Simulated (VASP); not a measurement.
# BaS (I4/mmm) in VASP: G0W0 quasiparticle levels with PBE

Aim: the G0W0 quasiparticle levels of BaS with PBE.

All numbers are computed with VASP 6.6.1; they aren't measurements. Logs are shortened: lines on timing, memory, paths and dates and some standing lists are left out, and cuts for length are marked.

## (1) The cell of the first run

Symmetry: I4/mmm, No. 139, tetragonal system. The conventional cell has a = 4.542 Å, b = 4.542 Å, c = 6.295 Å, α = 90.00°, β = 90.00°, γ = 90.00°. Within 4.1 Å of Ba (site symmetry 4/mmm) lie 6 S at 3.15 to 3.21 Å. Within 4.1 Å of S (site symmetry 4/mmm) lie 6 Ba at 3.15 to 3.21 Å.

## (2) G0W0 quasiparticle levels, PBE

POSCAR reads:

```
BaS
1.0
    0.0000000000      3.2117958739      3.1475599564
    3.2117958739      0.0000000000      3.1475599564
    3.2117958739      3.2117958739      0.0000000000
Ba S
1 1
Direct
    0.0000000000      0.0000000000      0.0000000000
    0.5000000000      0.5000000000      0.5000000000
```

INCAR.step1 reads:

```
SYSTEM = BaS
PREC = Accurate
ENCUT = 500
EDIFF = 1E-8
ISMEAR = 0
SIGMA = 0.01
LREAL = .FALSE.
LASPH = .TRUE.
NELM = 100
ALGO = Normal
LWAVE = .TRUE.
LCHARG = .FALSE.
GGA = PE
```

INCAR.step2 reads:

```
SYSTEM = BaS
PREC = Accurate
ENCUT = 500
EDIFF = 1E-8
ISMEAR = 0
SIGMA = 0.01
LREAL = .FALSE.
LASPH = .TRUE.
NELM = 1
ALGO = Exact
LWAVE = .TRUE.
LCHARG = .FALSE.
GGA = PE
NBANDS = 278
LOPTICS = .TRUE.
ISTART = 1
```

INCAR.step3 reads:

```
SYSTEM = BaS
PREC = Accurate
ENCUT = 500
EDIFF = 1E-8
ISMEAR = 0
SIGMA = 0.01
LREAL = .FALSE.
LASPH = .TRUE.
ALGO = EVGW0
LWAVE = .FALSE.
LCHARG = .FALSE.
GGA = PE
NELMGW = 1
NBANDS = 278
ENCUTGW = 150.0
NOMEGA = 48
PRECFOCK = Fast
ISTART = 1
NBANDSGW = 16
```

KPOINTS reads:

```
Automatic mesh
0
G
  4 4 4
  0 0 0
```

Potentials or basis: VASP PAW PBE potentials, release 64 (Ba_sv_GW, S_GW).

Run with:

```
$ cat potpaw_PBE.64/Ba_sv_GW/POTCAR potpaw_PBE.64/S_GW/POTCAR > POTCAR
$ cp INCAR.step1 INCAR
$ mpirun -np 1 vasp_std > vasp.out
$ cp INCAR.step2 INCAR
$ mpirun -np 1 vasp_std > vasp.out
$ cp INCAR.step3 INCAR
$ mpirun -np 1 vasp_std > vasp.out
```

OUTCAR:

```text
SYSTEM = BaS
   PREC = Accurate
   ENCUT = 500
   EDIFF = 1E-8
   ISMEAR = 0
   LREAL = .FALSE.
   LASPH = .TRUE.
   GGA = PE
   NELMGW = 1
   ENCUTGW = 150.0
   PRECFOCK = Fast
   ISTART = 1

 ion  position               nearest neighbor table
   1  0.000  0.000  0.000-
   2  0.500  0.500  0.500-

  LATTYP: Found a body centered tetragonal cell.
 ALAT       =     4.5421652844
 C/A-ratio  =     1.3859292911

  Lattice vectors:

 A1 = (   0.0000000000,  -3.2117958739,  -3.1475599564)
 A2 = (   0.0000000000,   3.2117958739,  -3.1475599564)
 A3 = (   3.2117958739,   0.0000000000,   3.1475599564)

Analysis of symmetry for initial positions (statically):
=====================================================================
 Subroutine PRICEL returns:
 Original cell was already a primitive cell.

 Routine SETGRP: Setting up the symmetry group for a
 body centered tetragonal supercell.

 Subroutine GETGRP returns: Found 16 space group operations
 (whereof 16 operations were pure point group operations)
 out of a pool of 16 trial point group operations.

The static configuration has the point symmetry D_4h.

Analysis of symmetry for dynamics (positions and initial velocities):
=====================================================================
 Subroutine PRICEL returns:
 Original cell was already a primitive cell.

 Routine SETGRP: Setting up the symmetry group for a
 body centered tetragonal supercell.

 Subroutine GETGRP returns: Found 16 space group operations
 (whereof 16 operations were pure point group operations)
 out of a pool of 16 trial point group operations.

The dynamic configuration has the point symmetry D_4h.

 Subroutine INISYM returns: Found 16 space group operations
 (whereof 16 operations are pure point group operations),
 and found     1 'primitive' translations

----------------------------------------------------------------------------------------

                                     Primitive cell

  volume of cell :      64.9381

  direct lattice vectors                    reciprocal lattice vectors
     0.000000000  3.211795874  3.147559956    -0.155676145  0.155676145  0.158853209
     3.211795874  0.000000000  3.147559956     0.155676145 -0.155676145  0.158853209
     3.211795874  3.211795874  0.000000000     0.155676145  0.155676145 -0.158853209

  length of vectors
     4.496973028  4.496973028  4.542165284     0.271485665  0.271485665  0.271485665

  position of ions in fractional coordinates (direct lattice)
     0.000000000  0.000000000  0.000000000
     0.500000000  0.500000000  0.500000000

  ion indices of the primitive-cell ions
   primitive index   ion index
                 1           1
                 2           2

----------------------------------------------------------------------------------------

 KPOINTS: Automatic mesh

Automatic generation of k-mesh.
 Grid dimensions read from file:
 generate k-points for:    4    4    4

 Generating k-lattice:

  Cartesian coordinates                     Fractional coordinates (reciprocal lattice)
    -0.038919036  0.038919036  0.039713302     0.250000000  0.000000000  0.000000000
     0.038919036 -0.038919036  0.039713302     0.000000000  0.250000000  0.000000000
     0.038919036  0.038919036 -0.039713302     0.000000000  0.000000000  0.250000000

  Length of vectors
     0.067871416  0.067871416  0.067871416

  Shift w.r.t. Gamma in fractional coordinates (k-lattice)
     0.000000000  0.000000000  0.000000000

 Subroutine IBZKPT returns following result:
 ===========================================

 Found     13 irreducible k-points:

 Following reciprocal coordinates:
            Coordinates               Weight
  0.000000  0.000000  0.000000      1.000000
  0.250000 -0.000000  0.000000      8.000000
  0.500000 -0.000000  0.000000      4.000000
  0.250000  0.250000  0.000000      2.000000
  0.500000  0.250000  0.000000      8.000000
 -0.250000  0.250000  0.000000      4.000000
  0.500000  0.500000  0.000000      1.000000
  0.250000  0.000000  0.250000      4.000000
  0.500000 -0.000000  0.250000     16.000000
 -0.250000  0.000000  0.250000      8.000000
 -0.250000  0.500000  0.250000      4.000000
  0.500000  0.000000  0.500000      2.000000
 -0.250000  0.250000  0.500000      2.000000
   k-points           NKPTS =     13   k-points in BZ     NKDIM =     64   number of bands    NBANDS=    278
   number of dos      NEDOS =    301   number of ions     NIONS =      2
   total plane-waves  NPLWV =  46656
   dimension x,y,z NGX =    36 NGY =   36 NGZ =   36
   dimension x,y,z NGXF=    72 NGYF=   72 NGZF=   72
   ions per type =               1   1
   NGX,Y,Z   is equivalent  to a cutoff of  13.31, 13.31, 13.18 a.u.
   NGXF,Y,Z  is equivalent  to a cutoff of  26.62, 26.62, 26.35 a.u.
 SYSTEM =  BaS
   PREC   = accura    normal or accurate (medium, high low for compatibility)
   ISTART =      1    job   : 0-new  1-cont  2-samecut
   ICHARG =      0    charge: 1-file 2-atom 10-const
   ISPIN  =      1    spin polarized calculation?
   LNONCOLLINEAR =      F non collinear calculations
   LSORBIT =      F    spin-orbit coupling
   LASPH  =      T    aspherical Exc in radial PAW
   ENCUT  =  500.0 eV  36.75 Ry    6.06 a.u.   8.20  8.20  8.28*2*pi/ulx,y,z
   NELM   =     60;   NELMIN=  2; NELMDL=  0     # of ELM steps
   EDIFF  = 0.1E-07   stopping-criterion for ELM
   LREAL  =      F    real-space projection
   EDIFFG = 0.1E-06   stopping-criterion for IOM
   NSW    =      0    number of steps for IOM
   IBRION =     -1    ionic relax: 0-MD 1-quasi-New 2-CG
   NFREE  =      0    steps in history (QN), initial steepest desc. (CG)
   ISIF   =      0    stress and relaxation
   ISYM   =      3    0-nonsym 1-usesym 2-fastsym
   POTIM  = 0.5000    time-step for ionic-motion
   TEBEG  =    0.0;   TEEND  =   0.0 temperature during run
   PSTRESS=    0.0 pullay stress
   NELECT =      16.0000    total number of electrons
   NUPDOWN=      -1.0000    fix difference up-down
   EMIN   =  10.00;   EMAX   =-10.00  energy-range for DOS
   EFERMI =   0.00;   METHOD = LEGACY
   ISMEAR =     0;   SIGMA  =   0.01  broadening in eV -4-tet -1-fermi 0-gaus
   EFERMI_NEDOS =   21; number of points for ismear=-14 and -15
   IALGO  =     38    algorithm
   IMIX   =      4    mixing-type and parameters
     AMIX     =   0.40;   BMIX     =  1.00
     AMIX_MAG =   1.60;   BMIX_MAG =  1.00
  volume/ion in A,a.u.               =      32.47       219.11
  Fermi-wavevector in a.u.,A,eV,Ry     =   1.026317  1.939458 14.331379  1.053327
  Thomas-Fermi vector in A             =   2.160203
   LORBIT       =      0    0 simple, 1 ext, 2 COOP (PROOUT), +10 PAW based schemes
   GGA     = PE    functional components
   LHFCALC =     T    Hartree Fock is set to
   PRECFOCK=fast      Normal, Fast or Accurate (Low or Medium for compatibility)
   ENCUT4O =  -1.0   cutoff for four orbital integrals eV
   NKREDX  =     1    reduce k-point grid by
   NKREDY  =     1    reduce k-point grid by
   NKREDZ  =     1    reduce k-point grid by
   AEXX    =    1.0000 exact exchange contribution
   HFSCREEN=    0.0000 screening length (either q_TF or 0.3 A-1)
   HFSCREENC=   0.0000 screening length for correlation (either q_TF or 0.3 A-1)
   ENCUTFOCK=  -1.0 apply spherical cutoff to Coloumb kernel
   IVDW    =     0    specifies the selected vdW correction
   LEPSILON=     F    determine dielectric tensor
   LRPA    =     F    only Hartree local field effects (RPA)
   LRPAFORCE           =     F    calculate RPA forces
   ENCUTGW             = 150.0    cutoff for response function in eV
   ENCUTGWSOFT         = 120.0    soft cutoff for Coulomb kernel in GW response function in eV
   ENCUTLF             =  -1.0    cutoff for local field effects
   NELMGW              =     1    number of iterations in solving QP/BSE equation
   NELMHF              =     1    number of iterations in the inner HF iteration
   NKREDLFX            =     1    NKREDLFY  =   1   NKREDLFZ  =   1
 non-spin polarized calculation
 Gauss-broadening in eV      SIGMA  =   0.01
  energy-cutoff  :      500.00
  volume of cell :       64.94
 maximum number of plane-waves:      1663
 NGX is ok and might be reduce to    36
  NGX = 18; NGY = 18; NGZ = 18
   NGX = 17   NGY = 17   NGZ = 17
 maximum number of plane-waves:       282
 NGX is ok and might be reduce to    18

 QP shifts <psi_nk| G(iteration)W_0 |psi_nk>: iteration 1
 for sc-GW calculations column KS-energies equals QP-energies in previous step
 and V_xc(KS)=  KS-energies - (<T + V_ion + V_H > + <T+V_H+V_ion>^1  + <V_x>^1)

 k-point   1 :       0.0000    0.0000    0.0000
  band No.  KS-energies  QP-energies   sigma(KS)   V_xc(KS)     V^pw_x(r,r')   Z            occupation Imag(sigma)

      1     -22.8918     -23.7591     -16.5427     -15.1500     -24.3963       0.6228       2.0000       1.2165
      2      -7.9562      -9.5375     -16.0217     -13.9437     -19.0529       0.7610       2.0000       0.2684
      3      -7.9511      -9.5358     -16.0233     -13.9418     -19.0209       0.7613       2.0000       0.2536
      4      -7.9511      -9.5358     -16.0233     -13.9418     -19.0209       0.7613       2.0000       0.2536
      5      -7.2518      -8.1322     -14.6405     -13.3504     -21.0326       0.6823       2.0000       1.1747
      6       3.0229       2.0402     -13.9152     -12.6007     -15.6276       0.7476       2.0000       0.1192
[... 8 lines left out ...]
     15      10.5161      11.9307      -6.9185      -8.7369      -1.8125       0.7780       0.0000      -0.2701
     16      13.0395      17.4249      -8.8631     -14.8104      -2.2034       0.7374       0.0000      -0.2365

 k-point   2 :       0.2500   -0.0000    0.0000
  band No.  KS-energies  QP-energies   sigma(KS)   V_xc(KS)     V^pw_x(r,r')   Z            occupation Imag(sigma)

      1     -22.8690     -23.7306     -16.5531     -15.1744     -24.4058       0.6249       2.0000       1.2062
      2      -8.7140     -10.0046     -15.1318     -13.2819     -19.5583       0.6976       2.0000       0.5766
      3      -7.9756      -9.5588     -15.9945     -13.9125     -18.9867       0.7604       2.0000       0.2489
      4      -7.9687      -9.5514     -16.0014     -13.9219     -19.0082       0.7611       2.0000       0.2568
      5      -6.4460      -7.4940     -15.5136     -14.0571     -20.5056       0.7195       2.0000       0.8108
      6       1.9446       0.8904     -12.7016     -11.2799     -14.5619       0.7415       2.0000       0.1431
[... 8 lines left out ...]
     15      11.8361      14.3989      -8.1191     -11.4888      -2.3815       0.7605       0.0000      -0.2686
     16      12.5664      16.0781      -8.8602     -13.5720      -2.6419       0.7453       0.0000      -0.2433

 k-point   3 :       0.5000   -0.0000    0.0000
  band No.  KS-energies  QP-energies   sigma(KS)   V_xc(KS)     V^pw_x(r,r')   Z            occupation Imag(sigma)

      1     -22.8460     -23.7039     -16.5630     -15.1992     -24.4155       0.6290       2.0000       1.1955
      2      -9.1285     -10.3496     -14.8667     -13.0544     -19.5677       0.6738       2.0000       0.6138
      3      -7.9997      -9.5807     -15.9672     -13.8843     -18.9535       0.7591       2.0000       0.2443
      4      -7.9829      -9.5654     -15.9821     -13.9016     -18.9767       0.7607       2.0000       0.2511
      5      -5.9806      -7.0100     -15.7721     -14.3467     -20.5004       0.7222       2.0000       0.7343
      6       1.1807       0.0615     -12.1920     -10.6695     -14.3330       0.7351       2.0000       0.1825
[... 174 lines left out ...]
      1     -22.8339     -23.7011     -16.5782     -15.2125     -24.4219       0.6350       2.0000       1.2038
      2      -8.4425     -10.0631     -15.5288     -13.3771     -18.7465       0.7532       2.0000       0.3370
      3      -8.1567      -9.7454     -15.8349     -13.7298     -18.9523       0.7547       2.0000       0.2992
      4      -8.1280      -9.7180     -15.8528     -13.7459     -18.9256       0.7547       2.0000       0.2810
      5      -7.1643      -8.0293     -14.7466     -13.4853     -21.1292       0.6858       2.0000       1.1619
      6       2.5660       1.4924     -13.6014     -12.1633     -15.4712       0.7465       2.0000       0.1281
[... 8 lines left out ...]
     15      11.0135      12.2800      -8.2145      -9.8671      -3.1292       0.7663       0.0000      -0.2904
     16      12.1804      15.6356      -8.4808     -13.0996      -2.2683       0.7481       0.0000      -0.2393

 k-point  13 :      -0.2500    0.2500    0.5000
  band No.  KS-energies  QP-energies   sigma(KS)   V_xc(KS)     V^pw_x(r,r')   Z            occupation Imag(sigma)

      1     -22.8333     -23.6990     -16.5755     -15.2133     -24.4219       0.6356       2.0000       1.1997
      2      -8.5652      -9.8772     -15.2887     -13.4234     -19.5729       0.7034       2.0000       0.5463
      3      -8.2884      -9.8909     -15.6805     -13.5518     -18.8245       0.7528       2.0000       0.3092
      4      -8.2884      -9.8909     -15.6805     -13.5518     -18.8245       0.7528       2.0000       0.3092
      5      -6.5232      -7.5410     -15.4550     -14.0232     -20.5719       0.7109       2.0000       0.8385
      6       1.9419       0.8872     -13.2254     -11.7924     -15.2530       0.7360       2.0000       0.1525
[... 8 lines left out ...]
     15      12.0381      14.9135      -8.3961     -12.2100      -2.4626       0.7539       0.0000      -0.2643
     16      12.5655      14.9528      -9.8572     -13.0686      -4.1028       0.7434       0.0000      -0.2709
```

Wall time 10 min (1 thread of AMD EPYC 9R45 (Zen 5), shared host); peak memory 0.94 GiB.

What came out:

```yaml
Quasiparticle_gap: 3.41 eV
Least_direct_quasiparticle_gap: 3.55 eV
Band_gap_of_the_starting_levels_on_the_mesh: 2.14 eV
Least_direct_gap_of_the_starting_levels_on_the_mesh: 2.25 eV
```

Caveat: the k points lie up to 0.43 Å⁻¹ apart; bands, screening cutoff and mesh are small and nothing is extrapolated, so the quasiparticle values aren't converged; spin-orbit coupling is left out, which moves the levels of the heavy elements.
